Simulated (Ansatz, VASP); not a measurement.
**One calculation of Ge, two programs**

```
CELL_PARAMETERS angstrom
0.00000 4.56972 4.56972
4.56972 0.00000 4.56972
4.56972 4.56972 0.00000
ATOMIC_POSITIONS crystal
Ge 0.28926 0.71074 0.71074
Ge 0.71074 0.28926 0.28926
Ge 0.71074 0.71074 0.28926
Ge 0.28926 0.28926 0.71074
Ge 0.28926 0.71074 0.28926
Ge 0.71074 0.28926 0.71074
Ge 0.25000 0.25000 0.25000
Ge 0.00000 0.00000 0.00000
```

Alike in both runs: functional PBE; k mesh 8 × 8 × 8; occupations gaussian, width 0.1 eV; no spin polarisation.

Ansatz relaxed the structure, and its values are those at the end. VASP's run is a single point on that final structure, the one shown.

```csv
,VASP,Ansatz
version,VASP 6.6.1,Ansatz 0.2.0
potentials or method,"VASP PAW PBE potentials, release 64 (Ge_d), cutoff 520 eV","scalar-relativistic, plane waves, PAW"
valence electrons in the cell,112,112
```

VASP gave:

- gap on the k mesh at the Fermi level (eV): none
- pressure (GPa): 0.0
- rms of the force components (eV/Å): 0.004

Task: Estimate Ansatz's values.

Result: gap on the k mesh at the Fermi level (eV): none; pressure (GPa): 0.0; rms of the force components (eV/Å): 0.000.

A gap of «none» marks a metal or a gap that the smearing closes. With one functional, cell and mesh, what is left measures potentials, basis and numerics.
